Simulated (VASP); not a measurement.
# Ca (I4/mmm) in VASP: further runs

Ca is run at these levels: PBEsol; tasks: single point.

Everything below comes from runs of VASP 6.6.1. Logs are shortened: lines on timing, memory, paths and dates and some standing lists are left out, and cuts for length are marked.

## Step 1: The cell of the first run

Symmetry: I4/mmm, No. 139, tetragonal system. Conventional cell: a = 4.562 Å, b = 4.562 Å, c = 4.193 Å, α = 90.00°, β = 90.00°, γ = 90.00°. Ca (site symmetry 4/mmm) has 14 Ca at 3.85 to 4.56 Å within 5.1 Å.

## Step 2: Single point, PBEsol

File INCAR:

```
SYSTEM = Ca
PREC = Accurate
ENCUT = 520
EDIFF = 1E-6
ISMEAR = 0
SIGMA = 0.15
LREAL = .FALSE.
LASPH = .TRUE.
NELM = 100
ALGO = Fast
ISIF = 2
LWAVE = .FALSE.
LCHARG = .FALSE.
GGA = PS
NBANDS = 11
```

File KPOINTS:

```
Automatic mesh
0
G
  16 16 16
  0 0 0
```

File POSCAR:

```
Ca
1.0
    0.0000000000      3.2256682742      2.0966843783
    3.2256682742      0.0000000000      2.0966843783
    3.2256682742      3.2256682742      0.0000000000
Ca
1
Direct
    0.0000000000      0.0000000000      0.0000000000
```

Potentials or basis: VASP PAW PBE potentials, release 64 (Ca_sv).

Command:

```console
$ cat potpaw_PBE.64/Ca_sv/POTCAR > POTCAR
$ mpirun -np 1 vasp_std > vasp.out
```

OUTCAR:

```text
SYSTEM = Ca
   PREC = Accurate
   ENCUT = 520
   EDIFF = 1E-6
   ISMEAR = 0
   LREAL = .FALSE.
   LASPH = .TRUE.
   NELM = 100
   ISIF = 2
   GGA = PS

 ion  position               nearest neighbor table
   1  0.000  0.000  0.000-

  LATTYP: Found a body centered tetragonal cell.
 ALAT       =     4.5617838211
 C/A-ratio  =     0.9192388156

  Lattice vectors:

 A1 = (   0.0000000000,  -3.2256682742,  -2.0966843783)
 A2 = (   0.0000000000,   3.2256682742,  -2.0966843783)
 A3 = (   3.2256682742,   0.0000000000,   2.0966843783)

Analysis of symmetry for initial positions (statically):
=====================================================================
 Subroutine PRICEL returns:
 Original cell was already a primitive cell.

 Routine SETGRP: Setting up the symmetry group for a
 body centered tetragonal supercell.

 Subroutine GETGRP returns: Found 16 space group operations
 (whereof 16 operations were pure point group operations)
 out of a pool of 16 trial point group operations.

The static configuration has the point symmetry D_4h.

Analysis of symmetry for dynamics (positions and initial velocities):
=====================================================================
 Subroutine PRICEL returns:
 Original cell was already a primitive cell.

 Routine SETGRP: Setting up the symmetry group for a
 body centered tetragonal supercell.

 Subroutine GETGRP returns: Found 16 space group operations
 (whereof 16 operations were pure point group operations)
 out of a pool of 16 trial point group operations.

The dynamic configuration has the point symmetry D_4h.

 Subroutine INISYM returns: Found 16 space group operations
 (whereof 16 operations are pure point group operations),
 and found     1 'primitive' translations

----------------------------------------------------------------------------------------

                                     Primitive cell

  volume of cell :      43.6317

  direct lattice vectors                    reciprocal lattice vectors
     0.000000000  3.225668274  2.096684378    -0.155006640  0.155006640  0.238471753
     3.225668274  0.000000000  2.096684378     0.155006640 -0.155006640  0.238471753
     3.225668274  3.225668274  0.000000000     0.155006640  0.155006640 -0.238471753

  length of vectors
     3.847209534  3.847209534  4.561783821     0.323918036  0.323918036  0.323918036

  position of ions in fractional coordinates (direct lattice)
     0.000000000  0.000000000  0.000000000

  ion indices of the primitive-cell ions
   primitive index   ion index
                 1           1

----------------------------------------------------------------------------------------

 KPOINTS: Automatic mesh

Automatic generation of k-mesh.
 Grid dimensions read from file:
 generate k-points for:   16   16   16

 Generating k-lattice:

  Cartesian coordinates                     Fractional coordinates (reciprocal lattice)
    -0.009687915  0.009687915  0.014904485     0.062500000  0.000000000  0.000000000
     0.009687915 -0.009687915  0.014904485     0.000000000  0.062500000  0.000000000
     0.009687915  0.009687915 -0.014904485     0.000000000  0.000000000  0.062500000

  Length of vectors
     0.020244877  0.020244877  0.020244877

  Shift w.r.t. Gamma in fractional coordinates (k-lattice)
     0.000000000  0.000000000  0.000000000

 Subroutine IBZKPT returns following result:
 ===========================================

 Found    349 irreducible k-points:

 Following reciprocal coordinates:
            Coordinates               Weight
  0.000000  0.000000  0.000000      1.000000
  0.062500  0.000000  0.000000      8.000000
  0.125000  0.000000  0.000000      8.000000
  0.187500 -0.000000  0.000000      8.000000
  0.250000  0.000000  0.000000      8.000000
  0.312500  0.000000  0.000000      8.000000
[... 16 lines left out ...]
 -0.125000  0.062500  0.000000      8.000000
 -0.062500  0.062500  0.000000      4.000000
 [... further k-points ...]
   k-points           NKPTS =    349   k-points in BZ     NKDIM =    349   number of bands    NBANDS=     11
   number of dos      NEDOS =    301   number of ions     NIONS =      1
   total plane-waves  NPLWV =  32400
   dimension x,y,z NGX =    30 NGY =   30 NGZ =   36
   dimension x,y,z NGXF=    60 NGYF=   60 NGZF=   72
   ions per type =               1
   NGX,Y,Z   is equivalent  to a cutoff of  12.96, 12.96, 13.12 a.u.
   NGXF,Y,Z  is equivalent  to a cutoff of  25.93, 25.93, 26.24 a.u.
 SYSTEM =  Ca
   PREC   = accura    normal or accurate (medium, high low for compatibility)
   ISTART =      0    job   : 0-new  1-cont  2-samecut
   ICHARG =      2    charge: 1-file 2-atom 10-const
   ISPIN  =      1    spin polarized calculation?
   LNONCOLLINEAR =      F non collinear calculations
   LSORBIT =      F    spin-orbit coupling
   LASPH  =      T    aspherical Exc in radial PAW
   ENCUT  =  520.0 eV  38.22 Ry    6.18 a.u.   7.15  7.15  8.48*2*pi/ulx,y,z
   NELM   =    100;   NELMIN=  2; NELMDL= -5     # of ELM steps
   EDIFF  = 0.1E-05   stopping-criterion for ELM
   LREAL  =      F    real-space projection
   EDIFFG = 0.1E-04   stopping-criterion for IOM
   NSW    =      0    number of steps for IOM
   IBRION =     -1    ionic relax: 0-MD 1-quasi-New 2-CG
   NFREE  =      0    steps in history (QN), initial steepest desc. (CG)
   ISIF   =      2    stress and relaxation
   ISYM   =      2    0-nonsym 1-usesym 2-fastsym
   POTIM  = 0.5000    time-step for ionic-motion
   TEBEG  =    0.0;   TEEND  =   0.0 temperature during run
   PSTRESS=    0.0 pullay stress
   NELECT =      10.0000    total number of electrons
   NUPDOWN=      -1.0000    fix difference up-down
   EMIN   =  10.00;   EMAX   =-10.00  energy-range for DOS
   EFERMI =   0.00;   METHOD = LEGACY
   ISMEAR =     0;   SIGMA  =   0.15  broadening in eV -4-tet -1-fermi 0-gaus
   EFERMI_NEDOS =   21; number of points for ismear=-14 and -15
   IALGO  =     68    algorithm
   IMIX   =      4    mixing-type and parameters
     AMIX     =   0.40;   BMIX     =  1.00
     AMIX_MAG =   1.60;   BMIX_MAG =  1.00
  volume/ion in A,a.u.               =      43.63       294.44
  Fermi-wavevector in a.u.,A,eV,Ry     =   1.001861  1.893242 13.656506  1.003725
  Thomas-Fermi vector in A             =   2.134310
   LORBIT       =      0    0 simple, 1 ext, 2 COOP (PROOUT), +10 PAW based schemes
   GGA     = PS    functional components
   LHFCALC =     F    Hartree Fock is set to
   AEXX    =    0.0000 exact exchange contribution
   IVDW    =     0    specifies the selected vdW correction
   LEPSILON=     F    determine dielectric tensor
   LRPA    =     F    only Hartree local field effects (RPA)
 non-spin polarized calculation
 RMM-DIIS sequential band-by-band and
 Gauss-broadening in eV      SIGMA  =   0.15
  energy-cutoff  :      520.00
  volume of cell :       43.63
 maximum number of plane-waves:      1208
 NGX is ok and might be reduce to    30

 number of electron      10.0000000 magnetization

 number of electron       9.9999999 magnetization

 Free energy of the ion-electron system (eV)
  ---------------------------------------------------
  ext. energy  EPLUGINS =         0.00000000
  ---------------------------------------------------
  free energy    TOTEN  =        -2.11470834 eV

  energy without entropy =       -2.09897173  energy(sigma->0) =       -2.10684004

 E-fermi :   1.8099     XC(G=0):  -7.7044

 val. band max:        1.7986644226   @ k =  -0.4375   0.5000   0.0625
 cond. band min:       1.8104666555   @ k =  -0.3750   0.3125   0.2500
 fundamental gap:      0.0118022328
 Fermi energy:         1.8098677991

 k-point     1 :       0.0000    0.0000    0.0000
  band No.  band energies     occupation
      1     -40.1587      2.00000
      2     -21.1598      2.00000
      3     -21.1493      2.00000
      4     -21.1493      2.00000
      5      -2.2071      2.00000
      6       3.8015      0.00000
      7       4.1931      0.00000
      8       4.1931      0.00000
      9       4.8038      0.00000
     10       5.2873      0.00000
     11      11.5245      0.00000

 k-point     2 :       0.0625    0.0000    0.0000
  band No.  band energies     occupation
      1     -40.1582      2.00000
      2     -21.1631      2.00000
      3     -21.1511      2.00000
      4     -21.1510      2.00000
      5      -2.1358      2.00000
      6       3.8053      0.00000
      7       4.1618      0.00000
      8       4.1918      0.00000
      9       4.8039      0.00000
     10       5.2442      0.00000
     11      11.5927      0.00000

 k-point     3 :       0.1250    0.0000    0.0000
  band No.  band energies     occupation
      1     -40.1567      2.00000
      2     -21.1753      2.00000
      3     -21.1558      2.00000
      4     -21.1533      2.00000
      5      -1.9245      2.00000
      6       3.7575      0.00000
      7       4.0341      0.00000
      8       4.2584      0.00000
      9       4.8235      0.00000
     10       5.1573      0.00000
     11      11.4589      0.00000

 k-point     4 :       0.1875   -0.0000    0.0000
  band No.  band energies     occupation
      1     -40.1545      2.00000
      2     -21.1954      2.00000
      3     -21.1631      2.00000
      4     -21.1548      2.00000
      5      -1.5816      2.00000
      6       3.6134      0.00000
      7       3.7705      0.00000
      8       4.4637      0.00000
      9       4.8954      0.00000
     10       5.0947      0.00000
     11      10.7058      0.00000

 k-point     5 :       0.2500    0.0000    0.0000
  band No.  band energies     occupation
      1     -40.1519      2.00000
      2     -21.2194      2.00000
      3     -21.1716      2.00000
      4     -21.1559      2.00000
      5      -1.1216      2.00000
      6       3.4063      0.00000
      7       3.4271      0.00000
      8       4.7784      0.00000
      9       5.0032      0.00000
     10       5.0893      0.00000
     11       9.6106      0.00000
[... 211 lines left out ...]
 k-point    21 :      -0.2500    0.0625    0.0000
  band No.  band energies     occupation
      1     -40.1517      2.00000
      2     -21.2159      2.00000
      3     -21.1738      2.00000
      4     -21.1591      2.00000
      5      -1.1003      2.00000
      6       3.4362      0.00000
      7       3.4543      0.00000
      8       4.7411      0.00000
      9       4.8120      0.00000
     10       5.2227      0.00000
     11       9.6340      0.00000

 k-point    22 :      -0.1875    0.0625    0.0000
  band No.  band energies     occupation
      1     -40.1543      2.00000
      2     -21.1921      2.00000
      3     -21.1652      2.00000
      4     -21.1586      2.00000
      5      -1.5486      2.00000
      6       3.6151      0.00000
      7       3.8142      0.00000
      8       4.5163      0.00000
      9       4.6193      0.00000
     10       5.2448      0.00000
     11      10.8486      0.00000

 k-point    23 :      -0.1250    0.0625    0.0000
  band No.  band energies     occupation
      1     -40.1564      2.00000
      2     -21.1725      2.00000
      3     -21.1581      2.00000
      4     -21.1579      2.00000
      5      -1.8788      2.00000
      6       3.7276      0.00000
      7       4.0848      0.00000
      8       4.3294      0.00000
      9       4.5884      0.00000
     10       5.2672      0.00000
     11      11.2014      0.00000

 k-point    24 :      -0.0625    0.0625    0.0000
  band No.  band energies     occupation
      1     -40.1577      2.00000
      2     -21.1626      2.00000
      3     -21.1551      2.00000
      4     -21.1528      2.00000
      5      -2.0771      2.00000
      6       3.7731      0.00000
      7       4.1724      0.00000
      8       4.2467      0.00000
      9       4.6839      0.00000
     10       5.2805      0.00000
     11      11.3662      0.00000

 [... further k-points ...]
[... 5 lines left out ...]
  --------------------------------------------------------------------------------------
  -------------------------------------------------------------------------------------
  Total       -0.3337570     -0.3337570     -0.2846633      0.0000000      0.0000000      0.0000000
  in kB      -12.2557125    -12.2557125    -10.4529675      0.0000000      0.0000000      0.0000000
  external PRESSURE =     -11.6547975 kB  Pullay stress =       0.0000000 kB

 VOLUME and BASIS-vectors are now :
 -----------------------------------------------------------------------------
  energy-cutoff  :      520.00
  volume of cell :       43.63
      direct lattice vectors                 reciprocal lattice vectors
     0.000000000  3.225668274  2.096684378    -0.155006640  0.155006640  0.238471753
     3.225668274  0.000000000  2.096684378     0.155006640 -0.155006640  0.238471753
     3.225668274  3.225668274  0.000000000     0.155006640  0.155006640 -0.238471753

 POSITION                                       TOTAL-FORCE (eV/Angst)
 -----------------------------------------------------------------------------------
      0.00000      0.00000      0.00000        -0.000000      0.000000      0.000000
 -----------------------------------------------------------------------------------
    total drift:                                0.000000     -0.000000      0.000000

  FREE ENERGIE OF THE ION-ELECTRON SYSTEM (eV)
  ---------------------------------------------------
  free  energy   TOTEN  =        -2.1147083407 eV

  energy  without entropy=       -2.0989717325  energy(sigma->0) =       -2.10684004
```

Wall time 1.7 min (1 thread of Intel Xeon 6975P-C (Granite Rapids), shared host); peak memory 0.3 GiB.

Results:

| Quantity | Value |
| --- | --- |
| Free energy | -2.1147 eV |
| Pressure | -1.2 GPa |
| Band gap on the k mesh | zero (band 5 reaches 2.12 eV, above the bottom of band 6 at 1.59 eV) |

Stress tensor (GPa, compression positive):
```
-1.23  0.00  0.00
 0.00 -1.23  0.00
 0.00  0.00 -1.05
```

Caveat: the PAW data sets were made with another functional, which shifts forces and pressure a little.

## Step 3: Single point, PBEsol

This run uses another cell than the first one, of the same volume but with other edges.

File INCAR:

```
SYSTEM = Ca
PREC = Accurate
ENCUT = 520
EDIFF = 1E-7
ISMEAR = 0
SIGMA = 0.15
LREAL = .FALSE.
LASPH = .TRUE.
NELM = 60
ALGO = Fast
ISIF = 2
LWAVE = .FALSE.
LCHARG = .TRUE.
GGA = PS
LELF = .TRUE.
LVHAR = .TRUE.
NBANDS = 11
```

KPOINTS is that of step 2.

File POSCAR:

```
Ca
1.0
    0.0000000000      2.4409585346      3.6614378018
    2.4409585346      0.0000000000      3.6614378018
    2.4409585346      2.4409585346      0.0000000000
Ca
1
Direct
    0.0000000000      0.0000000000      0.0000000000
```

Potentials or basis: VASP PAW PBE potentials, release 64 (Ca_sv).

Command:

```console
$ cat potpaw_PBE.64/Ca_sv/POTCAR > POTCAR
$ mpirun -np 1 vasp_std > vasp.out
```

Wall time 1.9 min (1 thread of Intel Xeon 6975P-C (Granite Rapids), shared host); peak memory 0.31 GiB.

The run converged. Its results:

```yaml
Free_energy: -1.8968 eV
Pressure: -0.8 GPa
Band_gap_on_the_k_mesh: zero (band 5 reaches 1.90 eV, above the bottom of band 6 at 0.98 eV)
```

Stress tensor (GPa, compression positive):
```
 1.74  0.00  0.00
 0.00  1.74  0.00
 0.00  0.00 -5.79
```

Levels at points of the mesh, in eV from the Fermi level:
```tsv
k point	band 2	band 3	band 4	band 5	band 6	band 7	band 8	band 9
(0.00, 0.00, 0.00)	-22.94	-22.87	-22.87	-3.86	1.25	1.62	3.29	3.29
(0.50, 0.00, 0.00)	-23.12	-22.94	-22.85	-0.67	0.14	1.23	3.05	3.60
(0.50, 0.50, 0.00)	-22.99	-22.87	-22.87	-1.58	-0.70	0.88	4.06	4.06
(0.50, 0.00, 0.50)	-23.09	-23.08	-22.91	-0.21	0.93	2.57	2.99	3.31
```

Caveat: the PAW data sets were made with another functional, which shifts forces and pressure a little.

## Step 4: Single point, PBEsol

This run uses another cell than the first one, of the same volume but with other edges.

File INCAR:

```
SYSTEM = Ca
PREC = Accurate
ENCUT = 520
EDIFF = 1E-7
ISMEAR = 0
SIGMA = 0.15
LREAL = .False.
LASPH = .True.
NELM = 80
ALGO = Fast
ISIF = 2
LWAVE = .False.
LCHARG = .False.
GGA = PS
NBANDS = 11
```

File KPOINTS:

```
regular mesh
0
Gamma
  16 16 16
  0 0 0
```

File POSCAR:

```
Ca
1.0
    0.0000000000      2.8324814693      2.7191822106
    2.8324814693      0.0000000000      2.7191822106
    2.8324814693      2.8324814693      0.0000000000
Ca
1
Direct
    0.0000000000      0.0000000000      0.0000000000
```

Command:

```console
$ cat potpaw_PBE.64/Ca_sv/POTCAR > POTCAR
$ mpirun -np 1 vasp_std > vasp.out
```

Wall time 1.9 min (1 thread of Intel Xeon 6975P-C (Granite Rapids), shared host); peak memory 0.29 GiB.

It converged, with:

| Quantity | Value |
| --- | --- |
| Free energy | -2.1294 eV |
| Pressure | -1.2 GPa |
| Band gap on the k mesh | zero (band 5 reaches 2.00 eV, above the bottom of band 6 at 1.58 eV) |

Stress tensor (GPa, compression positive):
```
-1.23  0.00  0.00
 0.00 -1.23  0.00
 0.00  0.00 -1.01
```

Levels at points of the mesh, in eV from the Fermi level:
```tsv
k point	band 1	band 2	band 3	band 4	band 5	band 6	band 7	band 8	band 9	band 10
(0.00, 0.00, 0.00)	-41.92	-22.92	-22.92	-22.91	-3.97	2.23	2.23	2.40	3.20	3.42
(0.50, 0.00, 0.00)	-41.91	-23.04	-22.94	-22.93	-0.99	-0.18	2.06	2.29	3.93	4.03
(0.50, 0.50, 0.00)	-41.90	-23.03	-22.97	-22.97	-0.35	0.53	1.17	3.97	4.16	4.16
(0.50, 0.00, 0.50)	-41.91	-23.03	-22.96	-22.95	-0.47	0.62	0.78	3.96	4.08	4.22
```

Caveat: the PAW data sets were made with another functional, which shifts forces and pressure a little.

## Step 5: Overview

```csv
cell,further INCAR settings,gap on the mesh (eV),pressure (GPa)
"a = 3.847, b = 3.847, c = 4.562 Å, angles 53.6, 53.6, 72.7°, 1 atom",ALGO = Fast; EDIFF = 1e-06; NBANDS = 11,none,-1.2
"a = 4.401, b = 4.401, c = 3.452 Å, angles 66.9, 66.9, 46.2°, 1 atom",ALGO = Fast; EDIFF = 1e-07; NBANDS = 11,none,-0.8
"a = 3.926, b = 3.926, c = 4.006 Å, angles 59.3, 59.3, 61.3°, 1 atom",ALGO = Fast; EDIFF = 1e-07; NBANDS = 11,none,-1.2
```

Alike in all rows: task single point; level PBEsol; potentials or basis VASP PAW PBE potentials, release 64 (Ca_sv); no spin polarisation; k mesh 16 × 16 × 16; cutoff (eV) 520; smearing gaussian 0.15 eV.

Caveats: the PAW data sets were made with another functional, which shifts forces and pressure a little.

Total energies depend on the potentials used, so only differences within one code and one set of settings carry meaning.
